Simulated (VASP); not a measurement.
# In (Pm-3m) in VASP: notebook

The runs below take In through single point, with PBEsol.

All numbers are computed with VASP 6.6.1; they aren't measurements. Logs are shortened: lines on timing, memory, paths and dates and some standing lists are left out, and cuts for length are marked.

## Step 1: The cell of the first run

The structure is cubic, space group Pm-3m (No. 221). Conventional cell: a = 3.014 Å, b = 3.014 Å, c = 3.014 Å, α = 90.00°, β = 90.00°, γ = 90.00°. In (site symmetry m-3m) has 6 In at 3.01 Å within 4.0 Å.

## Step 2: Single point, PBEsol

INCAR

```
ALGO     = Normal         # electronic algorithm
EDIFF    = 1E-6           # SCF threshold, eV
ENCUT    = 520            # plane-wave cutoff, eV
GGA      = PS             # functional
ISIF     = 2              # what is computed and relaxed
ISMEAR   = -1             # smearing method
LASPH    = True           # aspherical terms in the spheres
LCHARG   = False          # write CHGCAR
LREAL    = False          # projectors in reciprocal space
LWAVE    = False          # write WAVECAR
NBANDS   = 12             # bands
NELM     = 100            # most SCF steps
PREC     = Accurate       # precision mode
SIGMA    = 0.1            # smearing width, eV
```

KPOINTS

```
k-points
0
Gamma
  10 10 10
```

POSCAR

```
In
1.0
    3.0142427195      0.0000000000      0.0000000000
    0.0000000000      3.0142427195      0.0000000000
    0.0000000000      0.0000000000      3.0142427195
In
1
Direct
    0.0000000000      0.0000000000      0.0000000000
```

Potentials or basis: VASP PAW PBE potentials, release 64 (In_d).

On the command line:

```console
cat potpaw_PBE.64/In_d/POTCAR > POTCAR
mpirun -np 1 vasp_std > vasp.out
```

OUTCAR:

```text
EDIFF = 1E-6
   ENCUT = 520
   GGA = PS
   ISIF = 2
   ISMEAR = -1
   LASPH = True
   LREAL = False
   NELM = 100
   PREC = Accurate

 ion  position               nearest neighbor table
   1  0.000  0.000  0.000-

  LATTYP: Found a simple cubic cell.
 ALAT       =     3.0142427195

  Lattice vectors:

 A1 = (   3.0142427195,   0.0000000000,   0.0000000000)
 A2 = (   0.0000000000,   3.0142427195,   0.0000000000)
 A3 = (   0.0000000000,   0.0000000000,   3.0142427195)

Analysis of symmetry for initial positions (statically):
=====================================================================
 Subroutine PRICEL returns:
 Original cell was already a primitive cell.

 Routine SETGRP: Setting up the symmetry group for a
 simple cubic supercell.

 Subroutine GETGRP returns: Found 48 space group operations
 (whereof 48 operations were pure point group operations)
 out of a pool of 48 trial point group operations.

The static configuration has the point symmetry O_h .

Analysis of symmetry for dynamics (positions and initial velocities):
=====================================================================
 Subroutine PRICEL returns:
 Original cell was already a primitive cell.

 Routine SETGRP: Setting up the symmetry group for a
 simple cubic supercell.

 Subroutine GETGRP returns: Found 48 space group operations
 (whereof 48 operations were pure point group operations)
 out of a pool of 48 trial point group operations.

The dynamic configuration has the point symmetry O_h .

 Subroutine INISYM returns: Found 48 space group operations
 (whereof 48 operations are pure point group operations),
 and found     1 'primitive' translations

----------------------------------------------------------------------------------------

                                     Primitive cell

  volume of cell :      27.3864

  direct lattice vectors                    reciprocal lattice vectors
     3.014242719  0.000000000  0.000000000     0.331758287  0.000000000  0.000000000
     0.000000000  3.014242719  0.000000000     0.000000000  0.331758287  0.000000000
     0.000000000  0.000000000  3.014242719     0.000000000  0.000000000  0.331758287

  length of vectors
     3.014242719  3.014242719  3.014242719     0.331758287  0.331758287  0.331758287

  position of ions in fractional coordinates (direct lattice)
     0.000000000  0.000000000  0.000000000

  ion indices of the primitive-cell ions
   primitive index   ion index
                 1           1

----------------------------------------------------------------------------------------

 KPOINTS: k-points

Automatic generation of k-mesh.
 Grid dimensions read from file:
 generate k-points for:   10   10   10

 Generating k-lattice:

  Cartesian coordinates                     Fractional coordinates (reciprocal lattice)
     0.033175829  0.000000000  0.000000000     0.100000000  0.000000000  0.000000000
     0.000000000  0.033175829  0.000000000     0.000000000  0.100000000  0.000000000
     0.000000000  0.000000000  0.033175829     0.000000000  0.000000000  0.100000000

  Length of vectors
     0.033175829  0.033175829  0.033175829

  Shift w.r.t. Gamma in fractional coordinates (k-lattice)
     0.000000000  0.000000000  0.000000000

 Subroutine IBZKPT returns following result:
 ===========================================

 Found     56 irreducible k-points:

 Following reciprocal coordinates:
            Coordinates               Weight
  0.000000  0.000000  0.000000      1.000000
  0.100000  0.000000  0.000000      6.000000
  0.200000  0.000000  0.000000      6.000000
  0.300000  0.000000  0.000000      6.000000
  0.400000  0.000000  0.000000      6.000000
  0.500000  0.000000  0.000000      3.000000
[... 16 lines left out ...]
  0.200000  0.100000  0.100000     24.000000
  0.300000  0.100000  0.100000     24.000000
 [... further k-points ...]
   k-points           NKPTS =     56   k-points in BZ     NKDIM =     56   number of bands    NBANDS=     12
   number of dos      NEDOS =    301   number of ions     NIONS =      1
   total plane-waves  NPLWV =  13824
   dimension x,y,z NGX =    24 NGY =   24 NGZ =   24
   dimension x,y,z NGXF=    48 NGYF=   48 NGZF=   48
   ions per type =               1
   NGX,Y,Z   is equivalent  to a cutoff of  13.24, 13.24, 13.24 a.u.
   NGXF,Y,Z  is equivalent  to a cutoff of  26.47, 26.47, 26.47 a.u.
 SYSTEM =  unknown system
   PREC   = accura    normal or accurate (medium, high low for compatibility)
   ISTART =      0    job   : 0-new  1-cont  2-samecut
   ICHARG =      2    charge: 1-file 2-atom 10-const
   ISPIN  =      1    spin polarized calculation?
   LNONCOLLINEAR =      F non collinear calculations
   LSORBIT =      F    spin-orbit coupling
   LASPH  =      T    aspherical Exc in radial PAW
   ENCUT  =  520.0 eV  38.22 Ry    6.18 a.u.   5.60  5.60  5.60*2*pi/ulx,y,z
   NELM   =    100;   NELMIN=  2; NELMDL= -5     # of ELM steps
   EDIFF  = 0.1E-05   stopping-criterion for ELM
   LREAL  =      F    real-space projection
   EDIFFG = 0.1E-04   stopping-criterion for IOM
   NSW    =      0    number of steps for IOM
   IBRION =     -1    ionic relax: 0-MD 1-quasi-New 2-CG
   NFREE  =      0    steps in history (QN), initial steepest desc. (CG)
   ISIF   =      2    stress and relaxation
   ISYM   =      2    0-nonsym 1-usesym 2-fastsym
   POTIM  = 0.5000    time-step for ionic-motion
   TEBEG  =    0.0;   TEEND  =   0.0 temperature during run
   PSTRESS=    0.0 pullay stress
   NELECT =      13.0000    total number of electrons
   NUPDOWN=      -1.0000    fix difference up-down
   EMIN   =  10.00;   EMAX   =-10.00  energy-range for DOS
   EFERMI =   0.00;   METHOD = LEGACY
   ISMEAR =    -1;   SIGMA  =   0.10  broadening in eV -4-tet -1-fermi 0-gaus
   EFERMI_NEDOS =   21; number of points for ismear=-14 and -15
   IALGO  =     38    algorithm
   IMIX   =      4    mixing-type and parameters
     AMIX     =   0.40;   BMIX     =  1.00
     AMIX_MAG =   1.60;   BMIX_MAG =  1.00
  volume/ion in A,a.u.               =      27.39       184.81
  Fermi-wavevector in a.u.,A,eV,Ry     =   1.277059  2.413292 22.189475  1.630880
  Thomas-Fermi vector in A             =   2.409680
   LORBIT       =      0    0 simple, 1 ext, 2 COOP (PROOUT), +10 PAW based schemes
   GGA     = PS    functional components
   LHFCALC =     F    Hartree Fock is set to
   AEXX    =    0.0000 exact exchange contribution
   IVDW    =     0    specifies the selected vdW correction
   LEPSILON=     F    determine dielectric tensor
   LRPA    =     F    only Hartree local field effects (RPA)
 non-spin polarized calculation
  energy-cutoff  :      520.00
  volume of cell :       27.39
 maximum number of plane-waves:       756
 NGX is ok and might be reduce to    24
   NGX = 11   NGY = 11   NGZ = 11

 number of electron      13.0000014 magnetization

 Free energy of the ion-electron system (eV)
  ---------------------------------------------------
  ext. energy  EPLUGINS =         0.00000000
  ---------------------------------------------------
  free energy    TOTEN  =        -2.89836607 eV

  energy without entropy =       -2.88109215  energy(sigma->0) =       -2.88972911

 E-fermi :   6.6766     XC(G=0): -10.1148

 val. band max:        6.6448578189   @ k =   0.4000   0.4000   0.1000
 cond. band min:       6.7199732069   @ k =   0.5000   0.5000   0.2000
 fundamental gap:      0.0751153881
 Fermi energy:         6.6766136207

 k-point     1 :       0.0000    0.0000    0.0000
  band No.  band energies     occupation
      1      -8.2823      2.00000
      2      -8.2823      2.00000
      3      -7.4887      2.00000
      4      -7.4887      2.00000
      5      -7.4887      2.00000
      6      -2.6132      2.00000
      7      14.1284      0.00000
      8      14.1284      0.00000
      9      14.1284      0.00000
     10      17.4087      0.00000
     11      17.4087      0.00000
     12      18.5816      0.00000

 k-point     2 :       0.1000    0.0000    0.0000
  band No.  band energies     occupation
      1      -8.2774      2.00000
      2      -8.2295      2.00000
      3      -7.5101      2.00000
      4      -7.5101      2.00000
      5      -7.4869      2.00000
      6      -2.4386      2.00000
      7      12.2104      0.00000
      8      14.3316      0.00000
      9      14.3316      0.00000
     10      17.5066      0.00000
     11      18.1345      0.00000
     12      20.0958      0.00000

 k-point     3 :       0.2000    0.0000    0.0000
  band No.  band energies     occupation
      1      -8.2643      2.00000
      2      -8.0928      2.00000
      3      -7.5656      2.00000
      4      -7.5656      2.00000
      5      -7.4822      2.00000
      6      -1.9077      2.00000
      7       9.4143      0.00000
      8      14.9179      0.00000
      9      14.9179      0.00000
     10      17.8025      0.00000
     11      18.4752      0.00000
     12      23.4904      0.00000

 k-point     4 :       0.3000    0.0000    0.0000
  band No.  band energies     occupation
      1      -8.2480      2.00000
      2      -7.9274      2.00000
      3      -7.6332      2.00000
      4      -7.6332      2.00000
      5      -7.4764      2.00000
      6      -1.0112      2.00000
      7       6.7756      0.54190
      8      15.8084      0.00000
      9      15.8084      0.00000
     10      18.2992      0.00000
     11      18.8950      0.00000
     12      23.2066      0.00000

 k-point     5 :       0.4000    0.0000    0.0000
  band No.  band energies     occupation
      1      -8.2348      2.00000
      2      -7.7967      2.00000
      3      -7.6871      2.00000
      4      -7.6871      2.00000
      5      -7.4717      2.00000
      6       0.2141      2.00000
      7       4.4732      2.00000
      8      16.8032      0.00000
      9      16.8032      0.00000
     10      18.9720      0.00000
     11      19.3721      0.00000
     12      21.7111      0.00000
[... 228 lines left out ...]
      1      -8.0553      2.00000
      2      -7.9811      2.00000
      3      -7.6778      2.00000
      4      -7.6778      2.00000
      5      -7.2627      2.00000
      6       5.1725      2.00000
      7       5.9904      1.99791
      8       5.9904      1.99791
      9      10.5610      0.00000
     10      21.1112      0.00000
     11      22.1905      0.00000
     12      22.1905      0.00000

 k-point    22 :       0.1000    0.1000    0.1000
  band No.  band energies     occupation
      1      -8.1945      2.00000
      2      -8.1945      2.00000
      3      -7.5345      2.00000
      4      -7.5291      2.00000
      5      -7.5291      2.00000
      6      -2.0896      2.00000
      7      12.4434      0.00000
      8      12.4434      0.00000
      9      12.8617      0.00000
     10      19.8042      0.00000
     11      19.8042      0.00000
     12      20.8193      0.00000

 k-point    23 :       0.2000    0.1000    0.1000
  band No.  band energies     occupation
      1      -8.1819      2.00000
      2      -8.0527      2.00000
      3      -7.5928      2.00000
      4      -7.5867      2.00000
      5      -7.5253      2.00000
      6      -1.5603      2.00000
      7       9.7533      0.00000
      8      12.9813      0.00000
      9      13.2844      0.00000
     10      20.0848      0.00000
     11      20.5918      0.00000
     12      23.1228      0.00000

 k-point    24 :       0.3000    0.1000    0.1000
  band No.  band energies     occupation
      1      -8.1661      2.00000
      2      -7.8803      2.00000
      3      -7.6651      2.00000
      4      -7.6571      2.00000
      5      -7.5187      2.00000
      6      -0.6687      2.00000
      7       7.1203      0.02339
      8      13.8184      0.00000
      9      14.1341      0.00000
     10      20.0166      0.00000
     11      20.1870      0.00000
     12      21.8632      0.00000

 [... further k-points ...]

------------------------ aborting loop because EDIFF is reached ----------------------------------------

  FORCE on cell =-STRESS in cart. coord.  units (eV):
  Direction    XX          YY          ZZ          XY          YZ          ZX
  --------------------------------------------------------------------------------------
  -------------------------------------------------------------------------------------
  Total        0.0009057      0.0009057      0.0009057      0.0000000     -0.0000000      0.0000000
  in kB        0.0529876      0.0529876      0.0529876      0.0000000     -0.0000000      0.0000000
  external PRESSURE =       0.0529876 kB  Pullay stress =       0.0000000 kB

 VOLUME and BASIS-vectors are now :
 -----------------------------------------------------------------------------
  energy-cutoff  :      520.00
  volume of cell :       27.39
      direct lattice vectors                 reciprocal lattice vectors
     3.014242719  0.000000000  0.000000000     0.331758287  0.000000000  0.000000000
     0.000000000  3.014242719  0.000000000     0.000000000  0.331758287  0.000000000
     0.000000000  0.000000000  3.014242719     0.000000000  0.000000000  0.331758287

 POSITION                                       TOTAL-FORCE (eV/Angst)
 -----------------------------------------------------------------------------------
      0.00000      0.00000      0.00000         0.000000      0.000000      0.000000
 -----------------------------------------------------------------------------------
    total drift:                                0.000000     -0.000000      0.000000

  FREE ENERGIE OF THE ION-ELECTRON SYSTEM (eV)
  ---------------------------------------------------
  free  energy   TOTEN  =        -2.8983660665 eV

  energy  without entropy=       -2.8810921494  energy(sigma->0) =       -2.88972911
```

Wall time 9.6 s (1 thread of Intel Xeon Platinum 8259CL at 2.50GHz (Skylake/Cascade Lake), shared host); peak memory 0.14 GiB.

What came out:

```yaml
Free_energy: -2.8984 eV
Pressure: 0.0 GPa
```

Caveat: the PAW data sets were made with another functional, which shifts forces and pressure a little; spin-orbit coupling is left out, which moves the levels of the heavy elements.

## Step 3: Single point, PBEsol (volume scaled by 0.88)

INCAR

```
SYSTEM = In
ALGO     = Normal         ! electronic algorithm
EDIFF    = 1E-7           ! SCF threshold, eV
ENCUT    = 520            ! plane-wave cutoff, eV
GGA      = PS             ! functional
ISIF     = 2              ! what is computed and relaxed
ISMEAR   = -1             ! smearing method
LASPH    = .True.         ! aspherical terms in the spheres
LCHARG   = .False.        ! write CHGCAR
LREAL    = .False.        ! projectors in reciprocal space
LWAVE    = .False.        ! write WAVECAR
NBANDS   = 12             ! bands
NELM     = 60             ! most SCF steps
PREC     = Accurate       ! precision mode
SIGMA    = 0.1            ! smearing width, eV
```

KPOINTS

```
k-points
0
Gamma
  12 12 12
  0 0 0
```

POSCAR

```
In
1.0
    2.8885004841      0.0000000000      0.0000000000
    0.0000000000      2.8885004841      0.0000000000
    0.0000000000      0.0000000000      2.8885004841
In
1
Direct
    0.0000000000      0.0000000000      0.0000000000
```

Potentials or basis: VASP PAW PBE potentials, release 64 (In_d).

On the command line:

```console
cat potpaw_PBE.64/In_d/POTCAR > POTCAR
mpirun -np 1 vasp_std > vasp.out
```

Wall time 13 s (1 thread of Intel Xeon Platinum 8259CL at 2.50GHz (Skylake/Cascade Lake), shared host); peak memory 0.15 GiB.

Results (log left out):

```yaml
Free_energy: -2.8268 eV
Pressure: 7.2 GPa
```

Levels at points of the mesh, in eV from the Fermi level:
| k point | band 3 | band 4 | band 5 | band 6 | band 7 | band 8 | band 9 | band 10 |
| --- | --- | --- | --- | --- | --- | --- | --- | --- |
| (0.00, 0.00, 0.00) | -14.13 | -14.13 | -14.13 | -10.09 | 8.17 | 8.17 | 8.17 | 11.69 |
| (0.50, 0.00, 0.00) | -14.43 | -14.43 | -14.10 | -5.56 | -4.09 | 11.91 | 11.91 | 13.25 |
| (0.50, 0.50, 0.00) | -14.39 | -14.39 | -13.83 | -0.92 | -0.83 | -0.83 | 4.03 | 16.34 |
| (0.50, 0.50, 0.50) | -14.84 | -13.81 | -13.81 | 2.43 | 2.43 | 2.43 | 4.74 | 7.47 |

Caveat: the PAW data sets were made with another functional, which shifts forces and pressure a little; spin-orbit coupling is left out, which moves the levels of the heavy elements.
